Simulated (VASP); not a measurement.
# Ni (Im-3m) in VASP: a series of runs

Ni is run at these levels: LDA; tasks: relaxation of cell and atoms.

Everything below comes from runs of VASP 6.6.1. Logs are shortened: lines on timing, memory, paths and dates and some standing lists are left out, and cuts for length are marked.

### 1 The cell of the first run

It takes space group Im-3m (No. 229, cubic). The conventional cell has a = 2.767 Å, b = 2.767 Å, c = 2.767 Å, α = 90.00°, β = 90.00°, γ = 90.00°. Within 3.2 Å of Ni (site symmetry m-3m) lie 14 Ni at 2.40 to 2.77 Å.

This isn't the form of Ni at room conditions, which is fcc.

### 2 Relaxation of cell and atoms, LDA, collinear spin, ferromagnetic start, target pressure 20 GPa, at which the enthalpy is minimised

The input, INCAR:

```
SYSTEM = Ni
PREC     = Accurate       ! precision mode
ENCUT    = 600            ! plane-wave cutoff, eV
EDIFF    = 1E-7           ! SCF threshold, eV
ISMEAR   = 1              ! smearing method
SIGMA    = 0.2            ! smearing width, eV
LREAL    = .False.        ! projectors in reciprocal space
LASPH    = .True.         ! aspherical terms in the spheres
NELM     = 200            ! most SCF steps
ALGO     = Normal         ! electronic algorithm
ISIF     = 3              ! what is computed and relaxed
LWAVE    = .False.        ! write WAVECAR
LCHARG   = .False.        ! write CHGCAR
ISPIN    = 2              ! spin polarisation
MAGMOM   = 1.5            ! initial moments
LORBIT   = 11             ! projections on sites
LMAXMIX  = 4              ! l up to which the mixer works
IBRION   = 2              ! ionic algorithm
NSW      = 80             ! ionic steps
EDIFFG   = -0.001         ! ionic threshold
PSTRESS  = 200.0        
GGA_COMPAT= .False.      
NELMIN   = 4
```

The input, KPOINTS:

```
regular mesh
0
Gamma
  14 14 14
  0 0 0
```

The input, POSCAR:

```
Ni
1.0
   -1.3837154700      1.3837154700      1.3837154700
    1.3837154700     -1.3837154700      1.3837154700
    1.3837154700      1.3837154700     -1.3837154700
Ni
1
Direct
    0.0000000000      0.0000000000      0.0000000000
```

Potentials or basis: VASP PAW LDA potentials, release 64 (Ni).

Command:

```sh
cat potpaw_LDA.64/Ni/POTCAR > POTCAR
mpirun -np 1 vasp_std > vasp.out
```

OUTCAR:

```text
SYSTEM = Ni
   PREC = Accurate
   ENCUT = 600
   EDIFF = 1E-7
   ISMEAR = 1
   LREAL = .False.
   LASPH = .True.
   NELM = 200
   ISIF = 3
   ISPIN = 2
   LORBIT = 11
   IBRION = 2
   NSW = 80
   EDIFFG = -0.001
   PSTRESS = 200.0
   NELMIN = 4

 ion  position               nearest neighbor table
   1  0.000  0.000  0.000-

  LATTYP: Found a body centered cubic cell.
 ALAT       =     2.7674309400

  Lattice vectors:

 A1 = (  -1.3837154700,   1.3837154700,   1.3837154700)
 A2 = (   1.3837154700,  -1.3837154700,   1.3837154700)
 A3 = (   1.3837154700,   1.3837154700,  -1.3837154700)

Analysis of symmetry for initial positions (statically):
=====================================================================
 Subroutine PRICEL returns:
 Original cell was already a primitive cell.

 Routine SETGRP: Setting up the symmetry group for a
 body centered cubic supercell.

 Subroutine GETGRP returns: Found 48 space group operations
 (whereof 48 operations were pure point group operations)
 out of a pool of 48 trial point group operations.

The static configuration has the point symmetry O_h .

Analysis of symmetry for dynamics (positions and initial velocities):
=====================================================================
 Subroutine PRICEL returns:
 Original cell was already a primitive cell.

 Routine SETGRP: Setting up the symmetry group for a
 body centered cubic supercell.

 Subroutine GETGRP returns: Found 48 space group operations
 (whereof 48 operations were pure point group operations)
 out of a pool of 48 trial point group operations.

The dynamic configuration has the point symmetry O_h .

Analysis of structural, dynamic, and magnetic symmetry:
=====================================================================
 Subroutine PRICEL returns:
 Original cell was already a primitive cell.

 Routine SETGRP: Setting up the symmetry group for a
 body centered cubic supercell.

 Subroutine GETGRP returns: Found 48 space group operations
 (whereof 48 operations were pure point group operations)
 out of a pool of 48 trial point group operations.

The overall configuration has the point symmetry O_h .

 Subroutine INISYM returns: Found 48 space group operations
 (whereof 48 operations are pure point group operations),
 and found     1 'primitive' translations

----------------------------------------------------------------------------------------

                                     Primitive cell

  volume of cell :      10.5974

  direct lattice vectors                    reciprocal lattice vectors
[... 81 lines left out ...]
   LSORBIT =      F    spin-orbit coupling
   LASPH  =      T    aspherical Exc in radial PAW
   ENCUT  =  600.0 eV  44.10 Ry    6.64 a.u.   4.79  4.79  4.79*2*pi/ulx,y,z
   NELM   =    200;   NELMIN=  4; NELMDL= -5     # of ELM steps
   EDIFF  = 0.1E-06   stopping-criterion for ELM
   LREAL  =      F    real-space projection
   EDIFFG = -.1E-02   stopping-criterion for IOM
   NSW    =     80    number of steps for IOM
   IBRION =      2    ionic relax: 0-MD 1-quasi-New 2-CG
   NFREE  =      1    steps in history (QN), initial steepest desc. (CG)
   ISIF   =      3    stress and relaxation
   ISYM   =      2    0-nonsym 1-usesym 2-fastsym
   POTIM  = 0.5000    time-step for ionic-motion
   TEBEG  =    0.0;   TEEND  =   0.0 temperature during run
   PSTRESS=  200.0 pullay stress
   NELECT =      10.0000    total number of electrons
   NUPDOWN=      -1.0000    fix difference up-down
   EMIN   =  10.00;   EMAX   =-10.00  energy-range for DOS
   EFERMI =   0.00;   METHOD = LEGACY
   ISMEAR =     1;   SIGMA  =   0.20  broadening in eV -4-tet -1-fermi 0-gaus
   EFERMI_NEDOS =   21; number of points for ismear=-14 and -15
   IALGO  =     38    algorithm
   IMIX   =      4    mixing-type and parameters
     AMIX     =   0.40;   BMIX     =  1.00
     AMIX_MAG =   1.60;   BMIX_MAG =  1.00
  volume/ion in A,a.u.               =      10.60        71.51
  Fermi-wavevector in a.u.,A,eV,Ry     =   1.605738  3.034405 35.081190  2.578395
  Thomas-Fermi vector in A             =   2.702037
   LORBIT       =     11    0 simple, 1 ext, 2 COOP (PROOUT), +10 PAW based schemes
   GGA     = CA    functional components
   LHFCALC =     F    Hartree Fock is set to
   AEXX    =    0.0000 exact exchange contribution
   IVDW    =     0    specifies the selected vdW correction
   LEPSILON=     F    determine dielectric tensor
   LRPA    =     F    only Hartree local field effects (RPA)
 conjugate gradient relaxation of ions
 spin polarized calculation
 Methfessel and Paxton  Order N= 1 SIGMA  =   0.20
  energy-cutoff  :      600.00
  volume of cell :       10.60
 maximum number of plane-waves:       370
   NGX =  9   NGY =  9   NGZ =  9

--------------------------------------- Ionic step        1  -------------------------------------------

 number of electron      10.0000001 magnetization       0.4848666

 Free energy of the ion-electron system (eV)
  ---------------------------------------------------
  ext. energy  EPLUGINS =         0.00000000
  ---------------------------------------------------
  free energy    TOTEN  =        -6.46113879 eV

  energy without entropy =       -6.46590070  energy(sigma->0) =       -6.46272609

 E-fermi :   9.2726     XC(G=0): -13.7650

 val. band max:        9.2646648741   @ k =  -0.2857   0.5000   0.0714
 cond. band min:       9.2778006985   @ k =   0.5000   0.5000   0.2143
 fundamental gap:      0.0131358244
 Fermi energy:         9.2725811235

 spin component 1

 k-point     1 :       0.0000    0.0000    0.0000
  band No.  band energies     occupation
      1       0.2424      1.00000
      2       7.0061      1.00000
      3       7.0061      1.00000
      4       7.0061      1.00000
      5       8.4731      1.00000
      6       8.4731      1.00000
      7      36.0712      0.00000
      8      36.0712      0.00000
      9      36.0712      0.00000
     10      41.1617      0.00000
[... 836 lines left out ...]
--------------------------------------- Ionic step        7  -------------------------------------------

 number of electron       9.9999995 magnetization      -0.0000964

 Free energy of the ion-electron system (eV)
  ---------------------------------------------------
  ext. energy  EPLUGINS =         0.00000000
  ---------------------------------------------------
  free energy    TOTEN  =        -6.43959425 eV

  energy without entropy =       -6.43891973  energy(sigma->0) =       -6.43936941

 E-fermi :  11.1284     XC(G=0): -14.5135

 val. band max:       11.1090793236   @ k =  -0.3571   0.4286   0.1429
 cond. band min:      11.1372557124   @ k =  -0.4286  -0.4286   0.2143
 fundamental gap:      0.0281763888
 Fermi energy:        11.1283571249

 spin component 1

 k-point     1 :       0.0000    0.0000    0.0000
  band No.  band energies     occupation
      1       1.2874      1.00000
      2       8.7889      1.00000
      3       8.7889      1.00000
      4       8.7889      1.00000
      5      10.4811      1.00002
      6      10.4811      1.00002
      7      39.2290      0.00000
      8      39.2290      0.00000
      9      39.2290      0.00000
     10      45.2759      0.00000
[... 647 lines left out ...]
  energy  without entropy=       -6.4389197322  energy(sigma->0) =       -6.43936941

  enthalpy is  TOTEN    =        -5.2689464246 eV   P V=        1.1706478282

 reached required accuracy - stopping structural energy minimisation

 total charge

# of ion       s       p       d       tot
------------------------------------------
    1        0.560   0.633   8.434   9.627

 magnetization (x)

# of ion       s       p       d       tot
------------------------------------------
    1        0.000   0.000  -0.000  -0.000
```

Run time: 50 s. Hardware: 1 thread of Intel Xeon 6975P-C (Granite Rapids), shared host; peak memory 0.14 GiB.

Results:

- Free energy: -6.4396 eV
- Relaxed volume: 9.38 Å³/atom
- Relaxed cell: a = 2.301 Å, b = 2.301 Å, c = 2.301 Å, α = 109.47°, β = 109.47°, γ = 109.47°
- Space group after relaxing (to 0.1 Å): Im-3m (No. 229)
- Energy change on relaxing (the run minimises the enthalpy): +21.5 meV/atom
- Ionic steps: 7
- Pressure after relaxing: 20.0 GPa
- Band gap on the k mesh: zero (filled and empty bands overlap)
- Net moment: 0.00 μB per cell
- Valence electrons inside the program's atomic spheres: Ni 9.63

The path:
```csv
step,energy change (eV),largest force (eV/Å),pressure (GPa),volume (Å³)
1,0.0000,0.0000,-10.93,10.60
2,0.6509,0.0000,120.61,7.76
3,0.0132,0.0000,17.39,9.45
4,0.0195,0.0000,19.40,9.39
5,0.0224,0.0000,20.25,9.37
6,0.0202,0.0000,19.62,9.39
7,0.0215,0.0000,20.01,9.38
```

Final structure:
```
CELL_PARAMETERS angstrom
-1.32846 1.32846 1.32846
1.32846 -1.32846 1.32846
1.32846 1.32846 -1.32846
ATOMIC_POSITIONS crystal
Ni 0.00000 0.00000 0.00000
```

Caveat: the cell is relaxed towards a set pressure, so the run minimises the enthalpy, not the energy; the moments typed at the start vanished in this run.

### 3 Relaxation of cell and atoms, LDA, collinear spin, ferromagnetic start, target pressure 30 GPa, at which the enthalpy is minimised

The input, INCAR:

```
ALGO = Normal ; EDIFF = 1E-7
EDIFFG = -0.001 ; ENCUT = 600
GGA = CA ; GGA_COMPAT = False
IBRION = 2 ; ISIF = 3
ISMEAR = 1 ; ISPIN = 2
LASPH = True ; LCHARG = False
LMAXMIX = 4 ; LORBIT = 11
LREAL = False ; LWAVE = False
MAGMOM = 1.5 ; NELM = 200
NELMIN = 4 ; NSW = 80
PREC = Accurate ; PSTRESS = 300.0
SIGMA = 0.2
```

The input, KPOINTS:

```
k-points
0
Gamma
  14 14 14
```

POSCAR is that of step 2.

Potentials or basis: VASP PAW LDA potentials, release 64 (Ni).

Command:

```sh
cat potpaw_LDA.64/Ni/POTCAR > POTCAR
mpirun -np 1 vasp_std > vasp.out
```

OUTCAR:

```text
EDIFF = 1E-7
   EDIFFG = -0.001
   ENCUT = 600
   GGA = CA
   IBRION = 2
   ISIF = 3
   ISMEAR = 1
   ISPIN = 2
   LASPH = True
   LORBIT = 11
   LREAL = False
   NELM = 200
   NELMIN = 4
   NSW = 80
   PREC = Accurate
   PSTRESS = 300.0

 ion  position               nearest neighbor table
   1  0.000  0.000  0.000-

  LATTYP: Found a body centered cubic cell.
 ALAT       =     2.7674309400

  Lattice vectors:

 A1 = (  -1.3837154700,   1.3837154700,   1.3837154700)
 A2 = (   1.3837154700,  -1.3837154700,   1.3837154700)
 A3 = (   1.3837154700,   1.3837154700,  -1.3837154700)

Analysis of symmetry for initial positions (statically):
=====================================================================
 Subroutine PRICEL returns:
 Original cell was already a primitive cell.

 Routine SETGRP: Setting up the symmetry group for a
 body centered cubic supercell.

 Subroutine GETGRP returns: Found 48 space group operations
 (whereof 48 operations were pure point group operations)
 out of a pool of 48 trial point group operations.

The static configuration has the point symmetry O_h .

Analysis of symmetry for dynamics (positions and initial velocities):
=====================================================================
 Subroutine PRICEL returns:
 Original cell was already a primitive cell.

 Routine SETGRP: Setting up the symmetry group for a
[... 163 lines left out ...]
  ext. energy  EPLUGINS =         0.00000000
  ---------------------------------------------------
  free energy    TOTEN  =        -6.46113879 eV

  energy without entropy =       -6.46590070  energy(sigma->0) =       -6.46272609

 E-fermi :   9.2726     XC(G=0): -13.7650

 val. band max:        9.2646648741   @ k =  -0.2857   0.5000   0.0714
 cond. band min:       9.2778006985   @ k =   0.5000   0.5000   0.2143
 fundamental gap:      0.0131358244
 Fermi energy:         9.2725811235

 spin component 1

 k-point     1 :       0.0000    0.0000    0.0000
  band No.  band energies     occupation
      1       0.2424      1.00000
      2       7.0061      1.00000
      3       7.0061      1.00000
      4       7.0061      1.00000
      5       8.4731      1.00000
      6       8.4731      1.00000
      7      36.0712      0.00000
      8      36.0712      0.00000
      9      36.0712      0.00000
     10      41.1617      0.00000
[... 838 lines left out ...]
--------------------------------------- Ionic step        7  -------------------------------------------

 number of electron      10.0000001 magnetization      -0.0000136

 Free energy of the ion-electron system (eV)
  ---------------------------------------------------
  ext. energy  EPLUGINS =         0.00000000
  ---------------------------------------------------
  free energy    TOTEN  =        -6.40063397 eV

  energy without entropy =       -6.39977512  energy(sigma->0) =       -6.40034768

 E-fermi :  11.5915     XC(G=0): -14.6835

 val. band max:       11.5726554096   @ k =  -0.3571   0.4286   0.1429
 cond. band min:      11.6014826874   @ k =  -0.4286  -0.4286   0.2143
 fundamental gap:      0.0288272779
 Fermi energy:        11.5914832079

 spin component 1

 k-point     1 :       0.0000    0.0000    0.0000
  band No.  band energies     occupation
      1       1.5413      1.00000
      2       9.1578      1.00000
      3       9.1578      1.00000
      4       9.1578      1.00000
      5      10.9139      1.00001
      6      10.9139      1.00001
      7      39.9618      0.00000
      8      39.9618      0.00000
      9      46.2393      0.00000
     10      46.2393      0.00000
[... 647 lines left out ...]
  energy  without entropy=       -6.3997751229  energy(sigma->0) =       -6.40034768

  enthalpy is  TOTEN    =        -4.6916407113 eV   P V=        1.7089932547

 reached required accuracy - stopping structural energy minimisation

 total charge

# of ion       s       p       d       tot
------------------------------------------
    1        0.574   0.664   8.455   9.692

 magnetization (x)

# of ion       s       p       d       tot
------------------------------------------
    1        0.000   0.000  -0.000  -0.000
```

OSZICAR:

```text
N       E                     dE             d eps       ncg     rms          rms(c)
DAV:   1     0.294441658796E+02    0.29444E+02   -0.52095E+03  4220   0.146E+03
DAV:   2    -0.663641303875E+01   -0.36081E+02   -0.34361E+02  4206   0.185E+02
DAV:   3    -0.742134561732E+01   -0.78493E+00   -0.77977E+00  4682   0.335E+01
[... 60 lines left out ...]
   6 F= -.46916406E+01 E0= -.46913545E+01  d E =0.143102E-06  mag=    -0.0000
       N       E                     dE             d eps       ncg     rms          rms(c)
DAV:   1    -0.640063572221E+01    0.17626E-03   -0.26770E-05  4420   0.895E-02    0.112E-02
DAV:   2    -0.640063437284E+01    0.13494E-05   -0.19921E-05  4534   0.686E-02    0.405E-03
DAV:   3    -0.640063401452E+01    0.35832E-06   -0.23086E-06  3972   0.249E-02    0.164E-03
DAV:   4    -0.640063396594E+01    0.48574E-07   -0.63377E-08  2270   0.198E-03
   7 F= -.46916407E+01 E0= -.46913544E+01  d E =-.131843E-07  mag=    -0.0000
```

Run time: 50 s. Hardware: 1 thread of Intel Xeon 6975P-C (Granite Rapids), shared host; peak memory 0.14 GiB.

Results:

| Item | Value |
| --- | --- |
| Free energy | -6.4006 eV |
| Relaxed volume | 9.13 Å³/atom |
| Relaxed cell | a = 2.280 Å, b = 2.280 Å, c = 2.280 Å, α = 109.47°, β = 109.47°, γ = 109.47° |
| Space group after relaxing (to 0.1 Å) | Im-3m (No. 229) |
| Energy change on relaxing (the run minimises the enthalpy) | +60.5 meV/atom |
| Ionic steps | 7 |
| Pressure after relaxing | 30.0 GPa |
| Band gap on the k mesh | zero (filled and empty bands overlap) |
| Net moment | 0.00 μB per cell |
| Valence electrons inside the program's atomic spheres | Ni 9.69 |

The path:
```tsv
step	energy change (eV)	largest force (eV/Å)	pressure (GPa)	volume (Å³)
1	0.0000	0.0000	-10.93	10.60
2	1.4790	0.0000	221.48	6.96
3	0.0394	0.0000	24.89	9.25
4	0.0537	0.0000	28.40	9.16
5	0.0606	0.0000	30.02	9.13
6	0.0603	0.0000	29.96	9.13
7	0.0605	0.0000	29.99	9.13
```

Final structure:
```
CELL_PARAMETERS angstrom
-1.31651 1.31651 1.31651
1.31651 -1.31651 1.31651
1.31651 1.31651 -1.31651
ATOMIC_POSITIONS crystal
Ni 0.00000 0.00000 0.00000
```

Caveat: the cell is relaxed towards a set pressure, so the run minimises the enthalpy, not the energy; the moments typed at the start vanished in this run.

### 4 Relaxation of cell and atoms, LDA, collinear spin, ferromagnetic start, target pressure 40 GPa, at which the enthalpy is minimised

The input, INCAR:

```
SYSTEM = Ni
ALGO     = Normal         ! electronic algorithm
EDIFF    = 1E-7           ! SCF threshold, eV
EDIFFG   = -0.001         ! ionic threshold
ENCUT    = 600            ! plane-wave cutoff, eV
GGA_COMPAT= .FALSE.      
IBRION   = 2              ! ionic algorithm
ISIF     = 3              ! what is computed and relaxed
ISMEAR   = 1              ! smearing method
ISPIN    = 2              ! spin polarisation
LASPH    = .TRUE.         ! aspherical terms in the spheres
LCHARG   = .FALSE.        ! write CHGCAR
LMAXMIX  = 4              ! l up to which the mixer works
LORBIT   = 11             ! projections on sites
LREAL    = .FALSE.        ! projectors in reciprocal space
LWAVE    = .FALSE.        ! write WAVECAR
MAGMOM   = 1.5            ! initial moments
NELM     = 200            ! most SCF steps
NELMIN   = 4            
NSW      = 80             ! ionic steps
PREC     = Accurate       ! precision mode
PSTRESS  = 400.0        
SIGMA    = 0.2            ! smearing width, eV
```

The input, KPOINTS:

```
k-points
0
G
  14 14 14
  0 0 0
```

POSCAR is that of step 3.

Command:

```sh
cat potpaw_LDA.64/Ni/POTCAR > POTCAR
mpirun -np 1 vasp_std > vasp.out
```

It took 88 s on 1 thread of Intel Xeon 6975P-C (Granite Rapids), shared host; peak memory 0.14 GiB.

The run converged. Its results:

```yaml
Free_energy: -6.3530 eV
Relaxed_volume: 8.91 Å³/atom
Relaxed_cell: a = 2.262 Å, b = 2.262 Å, c = 2.262 Å, α = 109.47°, β = 109.47°, γ = 109.47°
Space_group_after_relaxing_to_0.1_Å: Im-3m (No. 229)
Energy_change_on_relaxing_the_run_minimises_the_enthalpy: +108.1 meV/atom
Ionic_steps: 16
Pressure_after_relaxing: 40.0 GPa
Band_gap_on_the_k_mesh: zero (filled and empty bands overlap)
Net_moment: 0.00 μB per cell
Valence_electrons_inside_the_program's_atomic_spheres: Ni 9.75
```

The path:
| step | energy change (eV) | largest force (eV/Å) | pressure (GPa) | volume (Å³) |
| --- | --- | --- | --- | --- |
| 1 | 0.0000 | 0.0000 | -10.93 | 10.60 |
| 2 | 2.8289 | 0.0000 | 376.66 | 6.22 |
| 3 | 0.0657 | 0.0000 | 31.16 | 9.10 |
| 4 | 0.0909 | 0.0000 | 36.54 | 8.98 |
| 5 | 0.1085 | 0.0000 | 40.05 | 8.91 |
| 6 | 0.1007 | 0.0000 | 38.50 | 8.94 |
| 7 | 0.1012 | 0.0000 | 38.63 | 8.94 |
| 8 | 0.1029 | 0.0000 | 38.96 | 8.93 |
| 9 | 0.1029 | 0.0000 | 38.97 | 8.93 |
| 10 | 0.1030 | 0.0000 | 38.99 | 8.93 |
| 11 | 0.1032 | 0.0000 | 39.02 | 8.93 |
| 12 | 0.1036 | 0.0000 | 39.10 | 8.93 |
| 13 | 0.1044 | 0.0000 | 39.26 | 8.92 |
| 14 | 0.1060 | 0.0000 | 39.57 | 8.92 |
| 15 | 0.1092 | 0.0000 | 40.20 | 8.90 |
| 16 | 0.1081 | 0.0000 | 40.00 | 8.91 |

Final structure:
```xyz
1
Lattice="-1.3059 1.3059 1.3059 1.3059 -1.3059 1.3059 1.3059 1.3059 -1.3059" Properties=species:S:1:pos:R:3 pbc="T T T"
Ni    0.0000    0.0000    0.0000
```

Levels at points of the mesh, in eV from the Fermi level:
Spin up:
```csv
k point,band 2,band 3,band 4,band 5,band 6,band 7,band 8,band 9
"(0.00, 0.00, 0.00)",-2.52,-2.52,-2.52,-0.71,-0.71,28.61,28.61,28.61
"(0.50, 0.00, 0.00)",-3.80,-0.76,-0.47,0.12,0.58,8.43,20.99,23.21
"(0.50, 0.50, 0.50)",-5.29,0.27,0.27,0.27,11.17,11.17,11.17,18.06
```
Spin down:
```
           k point  band 3  band 4  band 5  band 6  band 7  band 8
(0.00, 0.00, 0.00)   -2.52   -2.52   -0.71   -0.71   28.61   28.61
(0.50, 0.00, 0.00)   -0.76   -0.47    0.12    0.58    8.43   20.99
(0.50, 0.50, 0.50)    0.27    0.27    0.27   11.17   11.17   11.17
```

Caveat: the cell is relaxed towards a set pressure, so the run minimises the enthalpy, not the energy; the volume moved by over 15 % at a fixed basis, so the end points are rough; the moments typed at the start vanished in this run.

The gap in the log of VASP goes by the Fermi energy; the results here count the filled bands.